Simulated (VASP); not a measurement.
# TaTeS in VASP: single point with PBE

Aim: the single point of TaTeS with PBE.

All numbers are computed with VASP 6.6.1; they aren't measurements. Logs are shortened: lines on timing, memory, paths and dates and some standing lists are left out, and cuts for length are marked.

## (1) The cell of the first run

The cell holds a sheet with vacuum, 3 atoms: a = 3.542 Å, b = 3.542 Å, c = 30.664 Å, α = 90.00°, β = 90.00°, γ = 120.00°.

## (2) Single point, PBE, collinear spin

INCAR

```
PREC = Accurate ; ENCUT = 520
EDIFF = 1E-6 ; ISMEAR = 0
SIGMA = 0.1 ; LREAL = False
LASPH = True ; NELM = 150
ALGO = Normal ; ISIF = 2
LWAVE = False ; LCHARG = False
ISPIN = 2 ; MAGMOM = 1 0 0
LORBIT = 11 ; LMAXMIX = 4
LDIPOL = True ; IDIPOL = 3
DIPOL = 0.5 0.5 0.291 ; GGA = PE
NBANDS = 22
```

KPOINTS

```
Automatic mesh
0
Gamma
  6 6 1
```

POSCAR

```
TaTeS
1.0
    3.5423690000      0.0000000000      0.0000000000
   -1.7711840000      3.0677810000      0.0000000000
    0.0000000000      0.0000000000     30.6641230000
Ta Te S
1 1 1
Direct
    0.0000000000      0.0000000000      0.2855260000
    0.6666670000      0.3333330000      0.3486090000
    0.3333330000      0.6666670000      0.2399150000
```

Potentials or basis: VASP PAW PBE potentials, release 64 (Ta_pv, Te, S).

The run is started by

```
> cat potpaw_PBE.64/Ta_pv/POTCAR potpaw_PBE.64/Te/POTCAR potpaw_PBE.64/S/POTCAR > POTCAR
> mpirun -np 1 vasp_std > vasp.out
```

OUTCAR:

```text
PREC = Accurate
   ENCUT = 520
   EDIFF = 1E-6
   ISMEAR = 0
   LREAL = False
   LASPH = True
   NELM = 150
   ISIF = 2
   ISPIN = 2
   LORBIT = 11
   GGA = PE

 ion  position               nearest neighbor table
   1  0.000  0.000  0.286-   3 2.48   3 2.48   3 2.48   2 2.82   2 2.82   2 2.82
   2  0.667  0.333  0.349-   1 2.82   1 2.82   1 2.82
   3  0.333  0.667  0.240-   1 2.48   1 2.48   1 2.48

  LATTYP: Found a hexagonal cell.
 ALAT       =     3.5423690000
 C/A-ratio  =     8.6563887048

  Lattice vectors:

 A1 = (   3.5423690000,   0.0000000000,   0.0000000000)
 A2 = (  -1.7711840000,   3.0677810000,   0.0000000000)
 A3 = (   0.0000000000,   0.0000000000,  30.6641230000)

Analysis of symmetry for initial positions (statically):
=====================================================================
 Subroutine PRICEL returns:
 Original cell was already a primitive cell.

 Routine SETGRP: Setting up the symmetry group for a
 hexagonal supercell.

 Subroutine GETGRP returns: Found  6 space group operations
 (whereof  6 operations were pure point group operations)
 out of a pool of 24 trial point group operations.

The static configuration has the point symmetry C_3v.

Analysis of symmetry for dynamics (positions and initial velocities):
=====================================================================
 Subroutine PRICEL returns:
 Original cell was already a primitive cell.

 Routine SETGRP: Setting up the symmetry group for a
 hexagonal supercell.

 Subroutine GETGRP returns: Found  6 space group operations
 (whereof  6 operations were pure point group operations)
 out of a pool of 24 trial point group operations.

The dynamic configuration has the point symmetry C_3v.

Analysis of structural, dynamic, and magnetic symmetry:
=====================================================================
 Subroutine PRICEL returns:
 Original cell was already a primitive cell.

 Routine SETGRP: Setting up the symmetry group for a
 hexagonal supercell.

 Subroutine GETGRP returns: Found  6 space group operations
 (whereof  6 operations were pure point group operations)
 out of a pool of 24 trial point group operations.

The overall configuration has the point symmetry C_3v.

 Subroutine INISYM returns: Found  6 space group operations
 (whereof  6 operations are pure point group operations),
 and found     1 'primitive' translations

----------------------------------------------------------------------------------------

                                     Primitive cell

  volume of cell :     333.2335

  direct lattice vectors                    reciprocal lattice vectors
     3.542369000  0.000000000  0.000000000     0.282296960  0.162984209  0.000000000
    -1.771184000  3.067781000  0.000000000     0.000000000  0.325968509  0.000000000
     0.000000000  0.000000000 30.664123000     0.000000000  0.000000000  0.032611401

  length of vectors
     3.542369000  3.542368279 30.664123000     0.325968443  0.325968509  0.032611401

  position of ions in fractional coordinates (direct lattice)
     0.000000000  0.000000000  0.285526000
     0.666667000  0.333333000  0.348609000
     0.333333000  0.666667000  0.239915000

  ion indices of the primitive-cell ions
   primitive index   ion index
                 1           1
                 2           2
                 3           3

----------------------------------------------------------------------------------------

 KPOINTS: Automatic mesh

Automatic generation of k-mesh.
 Grid dimensions read from file:
 generate k-points for:    6    6    1

 Generating k-lattice:

  Cartesian coordinates                     Fractional coordinates (reciprocal lattice)
     0.047049493  0.027164035  0.000000000     0.166666667 -0.000000000  0.000000000
     0.000000000  0.054328085  0.000000000     0.000000000  0.166666667  0.000000000
     0.000000000  0.000000000  0.032611401     0.000000000  0.000000000  1.000000000

  Length of vectors
     0.054328074  0.054328085  0.032611401

  Shift w.r.t. Gamma in fractional coordinates (k-lattice)
     0.000000000  0.000000000  0.000000000

 Subroutine IBZKPT returns following result:
 ===========================================

 Found      7 irreducible k-points:

 Following reciprocal coordinates:
            Coordinates               Weight
  0.000000  0.000000  0.000000      1.000000
  0.166667 -0.000000  0.000000      6.000000
  0.333333 -0.000000  0.000000      6.000000
  0.500000 -0.000000  0.000000      3.000000
  0.166667  0.166667  0.000000      6.000000
  0.333333  0.166667  0.000000     12.000000
  0.333333  0.333333  0.000000      2.000000
   k-points           NKPTS =      7   k-points in BZ     NKDIM =      7   number of bands    NBANDS=     22
   number of dos      NEDOS =    301   number of ions     NIONS =      3
   total plane-waves  NPLWV = 188160
   dimension x,y,z NGX =    28 NGY =   28 NGZ =  240
   dimension x,y,z NGXF=    56 NGYF=   56 NGZF=  480
   ions per type =               1   1   1
   NGX,Y,Z   is equivalent  to a cutoff of  13.14, 13.14, 13.01 a.u.
   NGXF,Y,Z  is equivalent  to a cutoff of  26.28, 26.28, 26.02 a.u.
 SYSTEM =  unknown system
   PREC   = accura    normal or accurate (medium, high low for compatibility)
   ISTART =      0    job   : 0-new  1-cont  2-samecut
   ICHARG =      2    charge: 1-file 2-atom 10-const
   ISPIN  =      2    spin polarized calculation?
   LNONCOLLINEAR =      F non collinear calculations
   LSORBIT =      F    spin-orbit coupling
   LASPH  =      T    aspherical Exc in radial PAW
   ENCUT  =  520.0 eV  38.22 Ry    6.18 a.u.   6.59  6.59 57.01*2*pi/ulx,y,z
   NELM   =    150;   NELMIN=  2; NELMDL= -5     # of ELM steps
   EDIFF  = 0.1E-05   stopping-criterion for ELM
   LREAL  =      F    real-space projection
   EDIFFG = 0.1E-04   stopping-criterion for IOM
   NSW    =      0    number of steps for IOM
   IBRION =     -1    ionic relax: 0-MD 1-quasi-New 2-CG
   NFREE  =      0    steps in history (QN), initial steepest desc. (CG)
   ISIF   =      2    stress and relaxation
   ISYM   =      2    0-nonsym 1-usesym 2-fastsym
   POTIM  = 0.5000    time-step for ionic-motion
   TEBEG  =    0.0;   TEEND  =   0.0 temperature during run
   PSTRESS=    0.0 pullay stress
   NELECT =      23.0000    total number of electrons
   NUPDOWN=      -1.0000    fix difference up-down
   EMIN   =  10.00;   EMAX   =-10.00  energy-range for DOS
   EFERMI =   0.00;   METHOD = LEGACY
   ISMEAR =     0;   SIGMA  =   0.10  broadening in eV -4-tet -1-fermi 0-gaus
   EFERMI_NEDOS =   21; number of points for ismear=-14 and -15
   IALGO  =     38    algorithm
   IMIX   =      4    mixing-type and parameters
     AMIX     =   0.40;   BMIX     =  1.00
     AMIX_MAG =   1.60;   BMIX_MAG =  1.00
  volume/ion in A,a.u.               =     111.08       749.59
  Fermi-wavevector in a.u.,A,eV,Ry     =   0.671534  1.269015  6.135651  0.450958
  Thomas-Fermi vector in A             =   1.747382
   LORBIT       =     11    0 simple, 1 ext, 2 COOP (PROOUT), +10 PAW based schemes
   GGA     = PE    functional components
   LHFCALC =     F    Hartree Fock is set to
   AEXX    =    0.0000 exact exchange contribution
   IVDW    =     0    specifies the selected vdW correction
   LEPSILON=     F    determine dielectric tensor
   LRPA    =     F    only Hartree local field effects (RPA)
 spin polarized calculation
 Gauss-broadening in eV      SIGMA  =   0.10
  energy-cutoff  :      520.00
  volume of cell :      333.23
 maximum number of plane-waves:      9091
 NGX is ok and might be reduce to    28
   NGX = 13   NGY = 13   NGZ =115

 number of electron      23.0000001 magnetization       0.6011751

 dipolmoment           0.000000      0.000000     -0.046927 electrons x Angstroem

 Free energy of the ion-electron system (eV)
  ---------------------------------------------------
  ext. energy  EPLUGINS =         0.00000000
  ---------------------------------------------------
  free energy    TOTEN  =       -20.96709727 eV

  energy without entropy =      -20.95595342  energy(sigma->0) =      -20.96152535

 E-fermi :  -2.2722     XC(G=0):  -2.5114

 val. band max:       -2.3084981107   @ k =   0.3333   0.1667   0.0000
 cond. band min:      -2.1370095149   @ k =   0.1667  -0.0000   0.0000
 fundamental gap:      0.1714885958
 Fermi energy:        -2.2721962436

 spin component 1

 k-point     1 :       0.0000    0.0000    0.0000
  band No.  band energies     occupation
      1     -37.6679      1.00000
      2     -37.6679      1.00000
      3     -37.6534      1.00000
      4     -16.4466      1.00000
      5     -14.8512      1.00000
      6      -8.2405      1.00000
[... 148 lines left out ...]
      5     -13.0914      1.00000
      6      -7.6498      1.00000
[... 14 lines left out ...]
     21       6.3593      0.00000
     22       6.4205      0.00000
 Fermi energy:        -2.2721962436

 spin component 2

 k-point     1 :       0.0000    0.0000    0.0000
  band No.  band energies     occupation
      1     -37.4361      1.00000
      2     -37.4361      1.00000
      3     -37.4020      1.00000
      4     -16.3736      1.00000
      5     -14.8227      1.00000
      6      -8.0880      1.00000
[... 149 lines left out ...]
      6      -7.5001      1.00000
[... 14 lines left out ...]
     21       6.4582      0.00000
     22       6.5038      0.00000

------------------------ aborting loop because EDIFF is reached ----------------------------------------

 vacuum level on the upper side and lower side of the slab       (xc-potential included)        -0.471         0.280

  FORCE on cell =-STRESS in cart. coord.  units (eV):
  Direction    XX          YY          ZZ          XY          YZ          ZX
  --------------------------------------------------------------------------------------
  -------------------------------------------------------------------------------------
  Total        0.0264956      0.0264956      0.1853649      0.0000000      0.0000000     -0.0000000
  in kB        0.1273901      0.1273900      0.8912292      0.0000000      0.0000000     -0.0000000
  external PRESSURE =       0.3820031 kB  Pullay stress =       0.0000000 kB

 VOLUME and BASIS-vectors are now :
 -----------------------------------------------------------------------------
  energy-cutoff  :      520.00
  volume of cell :      333.23
      direct lattice vectors                 reciprocal lattice vectors
     3.542369000  0.000000000  0.000000000     0.282296960  0.162984209  0.000000000
    -1.771184000  3.067781000  0.000000000     0.000000000  0.325968509  0.000000000
     0.000000000  0.000000000 30.664123000     0.000000000  0.000000000  0.032611401

 POSITION                                       TOTAL-FORCE (eV/Angst)
 -----------------------------------------------------------------------------------
      0.00000      0.00000      8.75540        -0.000000     -0.000000     -0.174509
      1.77119      1.02259     10.68979         0.000000      0.000000      0.132967
     -0.00000      2.04519      7.35678        -0.000000     -0.000000      0.041542
 -----------------------------------------------------------------------------------
    total drift:                                0.000407     -0.000232      0.000081

  FREE ENERGIE OF THE ION-ELECTRON SYSTEM (eV)
  ---------------------------------------------------
  free  energy   TOTEN  =       -20.9670972743 eV

  energy  without entropy=      -20.9559534248  energy(sigma->0) =      -20.96152535

 vacuum level on the upper side and lower side of the slab         1.745         2.517

 total charge

# of ion       s       p       d       tot
------------------------------------------
    1        0.291   6.165   2.289   8.745
    2        1.386   1.994   0.056   3.436
    3        1.346   2.375   0.000   3.721
--------------------------------------------------
tot          3.024  10.534   2.345  15.902

 magnetization (x)

# of ion       s       p       d       tot
------------------------------------------
    1        0.008   0.005   0.358   0.371
    2       -0.000   0.000   0.004   0.004
    3        0.000   0.021   0.000   0.021
--------------------------------------------------
tot          0.008   0.026   0.362   0.396
```

Wall time 8.4 min (1 thread of Intel Xeon 8259CL, shared host); peak memory 0.65 GiB.

What came out:

```yaml
Free_energy: -20.9671 eV
Largest_force: 0.175 eV/Å
Net_moment: 0.60 μB per cell
Site_moments: Ta +0.37; Te +0.00; S +0.02 μB
Valence_electrons_inside_the_program's_atomic_spheres: Ta 8.74; Te 3.44; S 3.72
```

Forces in eV/Å, atoms in the order of the input:
```
Ta   0.000  0.000 -0.175
Te   0.000  0.000  0.133
S    0.000  0.000  0.042
```

Levels at points of the mesh, in eV from the Fermi level:
Spin up:
| k point | band 9 | band 10 | band 11 | band 12 | band 13 | band 14 | band 15 | band 16 |
| --- | --- | --- | --- | --- | --- | --- | --- | --- |
| (0.00, 0.00, 0.00) | -2.87 | -0.12 | -0.12 | 0.29 | 0.45 | 0.45 | 3.26 | 3.92 |
| (0.50, 0.00, 0.00) | -3.74 | -2.79 | -1.28 | -1.04 | 1.83 | 2.07 | 2.95 | 3.91 |
Spin down:
```csv
k point,band 7,band 8,band 9,band 10,band 11,band 12,band 13,band 14,band 15,band 16
"(0.00, 0.00, 0.00)",-3.60,-3.60,-2.81,0.24,0.24,0.49,0.49,0.60,3.36,4.01
"(0.50, 0.00, 0.00)",-4.86,-3.88,-3.63,-2.72,-1.22,-0.73,2.20,2.43,3.10,4.06
```

Caveat: spin-orbit coupling is left out, which moves the levels of the heavy elements.
